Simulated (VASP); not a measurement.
# BAs (F-43m) in VASP: dielectric tensor with r2SCAN

Aim: the dielectric tensor of BAs with r2SCAN.

Everything below comes from runs of VASP 6.6.1. Logs are shortened: lines on timing, memory, paths and dates and some standing lists are left out, and cuts for length are marked.

### 1 The cell of the first run

The structure is cubic, space group F-43m (No. 216). The conventional cell has a = 4.784 Å, b = 4.784 Å, c = 4.784 Å, α = 90.00°, β = 90.00°, γ = 90.00°. Within 2.7 Å of B (site symmetry -43m) lie 4 As at 2.07 Å. As (site symmetry -43m) has 4 B at 2.07 Å within 2.7 Å.

### 2 Dielectric tensor, r2SCAN

Contents of INCAR:

```
  ALGO = Normal
  EDIFF = 1E-8
  ENCUT = 520
  ISIF = 2
  ISMEAR = 0
  LASPH = True
  LCALCEPS = True
  LCHARG = False
  LMIXTAU = True
  LREAL = False
  LWAVE = False
  METAGGA = R2SCAN
  NELM = 80
  PREC = Accurate
  SIGMA = 0.01
```

Contents of KPOINTS:

```
k-points
0
Gamma
  8 8 8
```

Contents of POSCAR:

```
BAs
1.0
    0.0000000000      2.3918700258      2.3918700258
    2.3918700258      0.0000000000      2.3918700258
    2.3918700258      2.3918700258      0.0000000000
B As
1 1
Direct
    0.0000000000      0.0000000000      0.0000000000
    0.2500000000      0.2500000000      0.2500000000
```

Potentials or basis: VASP PAW PBE potentials, release 64 (B, As).

On the command line:

```console
$ cat potpaw_PBE.64/B/POTCAR potpaw_PBE.64/As/POTCAR > POTCAR
$ mpirun -np 1 vasp_std > vasp.out
```

OUTCAR:

```text
EDIFF = 1E-8
   ENCUT = 520
   ISIF = 2
   ISMEAR = 0
   LASPH = True
   LREAL = False
   METAGGA = R2SCAN
   NELM = 80
   PREC = Accurate

 ion  position               nearest neighbor table
   1  0.000  0.000  0.000-   2 2.07   2 2.07   2 2.07   2 2.07
   2  0.250  0.250  0.250-   1 2.07   1 2.07   1 2.07   1 2.07

  LATTYP: Found a face centered cubic cell.
 ALAT       =     4.7837400516

  Lattice vectors:

 A1 = (   0.0000000000,   2.3918700258,   2.3918700258)
 A2 = (   2.3918700258,   0.0000000000,   2.3918700258)
 A3 = (   2.3918700258,   2.3918700258,   0.0000000000)

Analysis of symmetry for initial positions (statically):
=====================================================================
 Subroutine PRICEL returns:
 Original cell was already a primitive cell.

 Routine SETGRP: Setting up the symmetry group for a
 face centered cubic supercell.

 Subroutine GETGRP returns: Found 24 space group operations
 (whereof 24 operations were pure point group operations)
 out of a pool of 48 trial point group operations.

The static configuration has the point symmetry T_d .

Analysis of symmetry for dynamics (positions and initial velocities):
=====================================================================
 Subroutine PRICEL returns:
 Original cell was already a primitive cell.

 Routine SETGRP: Setting up the symmetry group for a
 face centered cubic supercell.

 Subroutine GETGRP returns: Found 24 space group operations
 (whereof 24 operations were pure point group operations)
 out of a pool of 48 trial point group operations.

The dynamic configuration has the point symmetry T_d .

 Subroutine INISYM returns: Found 24 space group operations
 (whereof 24 operations are pure point group operations),
 and found     1 'primitive' translations

----------------------------------------------------------------------------------------

                                     Primitive cell

  volume of cell :      27.3680

  direct lattice vectors                    reciprocal lattice vectors
     0.000000000  2.391870026  2.391870026    -0.209041459  0.209041459  0.209041459
     2.391870026  0.000000000  2.391870026     0.209041459 -0.209041459  0.209041459
     2.391870026  2.391870026  0.000000000     0.209041459  0.209041459 -0.209041459

  length of vectors
     3.382615030  3.382615030  3.382615030     0.362070428  0.362070428  0.362070428

  position of ions in fractional coordinates (direct lattice)
     0.000000000  0.000000000  0.000000000
     0.250000000  0.250000000  0.250000000

  ion indices of the primitive-cell ions
   primitive index   ion index
                 1           1
                 2           2

----------------------------------------------------------------------------------------

 KPOINTS: k-points

Automatic generation of k-mesh.
 Grid dimensions read from file:
 generate k-points for:    8    8    8

 Generating k-lattice:

  Cartesian coordinates                     Fractional coordinates (reciprocal lattice)
    -0.026130182  0.026130182  0.026130182     0.125000000  0.000000000  0.000000000
     0.026130182 -0.026130182  0.026130182     0.000000000  0.125000000  0.000000000
     0.026130182  0.026130182 -0.026130182     0.000000000  0.000000000  0.125000000

  Length of vectors
     0.045258803  0.045258803  0.045258803

  Shift w.r.t. Gamma in fractional coordinates (k-lattice)
     0.000000000  0.000000000  0.000000000

 Subroutine IBZKPT returns following result:
 ===========================================

 Found     29 irreducible k-points:

 Following reciprocal coordinates:
            Coordinates               Weight
  0.000000  0.000000  0.000000      1.000000
  0.125000  0.000000  0.000000      8.000000
  0.250000  0.000000  0.000000      8.000000
  0.375000  0.000000  0.000000      8.000000
  0.500000  0.000000  0.000000      4.000000
  0.125000  0.125000  0.000000      6.000000
[... 16 lines left out ...]
  0.500000  0.250000  0.125000     48.000000
 -0.375000  0.250000  0.125000     24.000000
 [... further k-points ...]
   k-points           NKPTS =     29   k-points in BZ     NKDIM =     29   number of bands    NBANDS=      8
   number of dos      NEDOS =    301   number of ions     NIONS =      2
   total plane-waves  NPLWV =  21952
   dimension x,y,z NGX =    28 NGY =   28 NGZ =   28
   dimension x,y,z NGXF=    56 NGYF=   56 NGZF=   56
   ions per type =               1   1
   NGX,Y,Z   is equivalent  to a cutoff of  13.76, 13.76, 13.76 a.u.
   NGXF,Y,Z  is equivalent  to a cutoff of  27.52, 27.52, 27.52 a.u.
 SYSTEM =  unknown system
   PREC   = accura    normal or accurate (medium, high low for compatibility)
   ISTART =      0    job   : 0-new  1-cont  2-samecut
   ICHARG =      2    charge: 1-file 2-atom 10-const
   ISPIN  =      1    spin polarized calculation?
   LNONCOLLINEAR =      F non collinear calculations
   LSORBIT =      F    spin-orbit coupling
   LASPH  =      T    aspherical Exc in radial PAW
   ENCUT  =  520.0 eV  38.22 Ry    6.18 a.u.   6.29  6.29  6.29*2*pi/ulx,y,z
   NELM   =     80;   NELMIN=  2; NELMDL= -5     # of ELM steps
   EDIFF  = 0.1E-07   stopping-criterion for ELM
   LREAL  =      F    real-space projection
   EDIFFG = 0.1E-06   stopping-criterion for IOM
   NSW    =      0    number of steps for IOM
   IBRION =     -1    ionic relax: 0-MD 1-quasi-New 2-CG
   NFREE  =      0    steps in history (QN), initial steepest desc. (CG)
   ISIF   =      2    stress and relaxation
   ISYM   =      2    0-nonsym 1-usesym 2-fastsym
   POTIM  = 0.5000    time-step for ionic-motion
   TEBEG  =    0.0;   TEEND  =   0.0 temperature during run
   PSTRESS=    0.0 pullay stress
   NELECT =       8.0000    total number of electrons
   NUPDOWN=      -1.0000    fix difference up-down
   EMIN   =  10.00;   EMAX   =-10.00  energy-range for DOS
   EFERMI =   0.00;   METHOD = LEGACY
   ISMEAR =     0;   SIGMA  =   0.01  broadening in eV -4-tet -1-fermi 0-gaus
   EFERMI_NEDOS =   21; number of points for ismear=-14 and -15
   IALGO  =     38    algorithm
   IMIX   =      4    mixing-type and parameters
     AMIX     =   0.40;   BMIX     =  1.00
     AMIX_MAG =   1.60;   BMIX_MAG =  1.00
  volume/ion in A,a.u.               =      13.68        92.34
  Fermi-wavevector in a.u.,A,eV,Ry     =   1.086485  2.053160 16.061006  1.180451
  Thomas-Fermi vector in A             =   2.222623
   LORBIT       =      0    0 simple, 1 ext, 2 COOP (PROOUT), +10 PAW based schemes
   METAGGA = R2SCAN    functional components
   LHFCALC =     F    Hartree Fock is set to
   AEXX    =    0.0000 exact exchange contribution
   IVDW    =     0    specifies the selected vdW correction
   LEPSILON=     F    determine dielectric tensor
   LRPA    =     F    only Hartree local field effects (RPA)
   LRPA       =     F
 non-spin polarized calculation
 Gauss-broadening in eV      SIGMA  =   0.01
  energy-cutoff  :      520.00
  volume of cell :       27.37
 maximum number of plane-waves:       754
 NGX is ok and might be reduce to    28
   NGX = 13   NGY = 13   NGZ = 13

 number of electron       8.0000000 magnetization

 Free energy of the ion-electron system (eV)
  ---------------------------------------------------
  ext. energy  EPLUGINS =         0.00000000
  ---------------------------------------------------
  free energy    TOTEN  =       -22.25409322 eV

  energy without entropy =      -22.25409322  energy(sigma->0) =      -22.25409322

 E-fermi :   6.0300     XC(G=0): -11.1138

 val. band max:        5.9776313157   @ k =   0.0000   0.0000   0.0000
 cond. band min:   10000.0000000000   @ k =   0.0000   0.0000   0.0000
 fundamental gap:   9994.0223686843
 Fermi energy:         6.0300168472

 k-point     1 :       0.0000    0.0000    0.0000
  band No.  band energies     occupation
      1     -10.1410      2.00000
      2       5.9772      2.00000
      3       5.9773      2.00000
      4       5.9776      2.00000
      5   10000.0000      0.00000
      6   10000.0000      0.00000
      7   10000.0000      0.00000
      8   10000.0000      0.00000
[... 243 lines left out ...]
 k-point    24 :      -0.3750    0.2500    0.1250
  band No.  band energies     occupation
      1      -6.5218      2.00000
      2      -2.7426      2.00000
      3       1.2005      2.00000
      4       2.7511      2.00000
      5   10000.0000      0.00000
      6   10000.0000      0.00000
      7   10000.0000      0.00000
      8   10000.0000      0.00000

 [... further k-points ...]

------------------------ aborting loop because EDIFF is reached ----------------------------------------

            Ionic dipole moment: p[ion]=(     5.97968     5.97968     5.97968 ) |e| Angst

 Total electronic dipole moment: p[elc]=(     0.00395     0.00395     0.01634 ) |e| Angst

 MACROSCOPIC STATIC DIELECTRIC TENSOR (including local field effects)
 ------------------------------------------------------
           9.202427     0.000000     0.000000
           0.000000     9.202427    -0.000000
           0.000000     0.000000     9.202427
 ------------------------------------------------------

 PIEZOELECTRIC TENSOR (including local field effects) (e Angst)
          XX          YY          ZZ          XY          YZ          ZX
  --------------------------------------------------------------------------------
  x    -0.00000     0.00000     0.00000     0.00000     0.01910    -0.00000
  y    -0.00000     0.00000    -0.00000     0.00000     0.00000     0.01910
  z     0.00000     0.00000    -0.00000     0.01910     0.00000    -0.00000

 PIEZOELECTRIC TENSOR (including local field effects) (C/m^2)
          XX          YY          ZZ          XY          YZ          ZX
  --------------------------------------------------------------------------------
  x    -0.00000     0.00000     0.00000     0.00000     0.01118    -0.00000
  y    -0.00000     0.00000    -0.00000     0.00000     0.00000     0.01118
  z     0.00000     0.00000    -0.00000     0.01118     0.00000    -0.00000

 BORN EFFECTIVE CHARGES (including local field effects) (in |e|, cummulative output)
 ---------------------------------------------------------------------------------
 ion    1
    1    -0.39892    -0.00000    -0.00000
    2    -0.00000    -0.39892    -0.00000
    3    -0.00000     0.00000    -0.39892
 ion    2
    1     0.39892    -0.00000    -0.00000
    2    -0.00000     0.39892    -0.00000
    3     0.00000     0.00000     0.39892

  FORCE on cell =-STRESS in cart. coord.  units (eV):
  Direction    XX          YY          ZZ          XY          YZ          ZX
  --------------------------------------------------------------------------------------
  -------------------------------------------------------------------------------------
  Total        0.0434970      0.0434970      0.0434970      0.0000000      0.0000000     -0.0000000
  in kB        2.5464052      2.5464052      2.5464052      0.0000000      0.0000000     -0.0000000
  external PRESSURE =       2.5464052 kB  Pullay stress =       0.0000000 kB

 VOLUME and BASIS-vectors are now :
 -----------------------------------------------------------------------------
  energy-cutoff  :      520.00
  volume of cell :       27.37
      direct lattice vectors                 reciprocal lattice vectors
     0.000000000  2.391870026  2.391870026    -0.209041459  0.209041459  0.209041459
     2.391870026  0.000000000  2.391870026     0.209041459 -0.209041459  0.209041459
     2.391870026  2.391870026  0.000000000     0.209041459  0.209041459 -0.209041459

 POSITION                                       TOTAL-FORCE (eV/Angst)
 -----------------------------------------------------------------------------------
      0.00000      0.00000      0.00000        -0.000000     -0.000000     -0.000000
      1.19594      1.19594      1.19594         0.000000      0.000000      0.000000
 -----------------------------------------------------------------------------------
    total drift:                               -0.000000     -0.000000     -0.000000

  FREE ENERGIE OF THE ION-ELECTRON SYSTEM (eV)
  ---------------------------------------------------
  free  energy   TOTEN  =       -22.2540932164 eV

  energy  without entropy=      -22.2540932164  energy(sigma->0) =      -22.25409322
```

Wall time 16 min (1 thread of Intel Xeon 6975P-C (Granite Rapids), shared host); peak memory 0.3 GiB.

Results:

```
Band gap on the k mesh                  : 1.39 eV, indirect (least direct gap 3.44 eV)
Electronic dielectric tensor (diagonal) : 9.20
Born charges (mean of the diagonal)     : B -0.40; As +0.40 e
```

Levels at points of the mesh, in eV from the valence-band top:
| k point | band 1 | band 2 | band 3 | band 4 | band 5 | band 6 | band 7 | band 8 |
| --- | --- | --- | --- | --- | --- | --- | --- | --- |
| (0.00, 0.00, 0.00) | -16.12 | 0.00 | 0.00 | 0.00 | 3.44 | 3.44 | 3.44 | 5.10 |
| (0.50, 0.00, 0.00) | -13.11 | -9.21 | -1.93 | -1.93 | 2.95 | 5.05 | 5.05 | 9.57 |
| (0.50, 0.50, 0.00) | -11.68 | -9.04 | -4.29 | -4.29 | 1.62 | 1.70 | 12.12 | 12.12 |

Electronic dielectric tensor:
```
9.20 0.00 0.00
0.00 9.20 0.00
0.00 0.00 9.20
```

Born effective charge tensors (e):
atom 1, B
```
-0.40  0.00  0.00
 0.00 -0.40  0.00
 0.00  0.00 -0.40
```
atom 2, As
```
0.40 0.00 0.00
0.00 0.40 0.00
0.00 0.00 0.40
```

Dipole moments of the cell (e·Å, modulo the quantum): ionic 5.980, 5.980, 5.980; electronic 0.004, 0.004, 0.016

Caveat: the PAW data sets were made with another functional, which shifts forces and pressure a little.
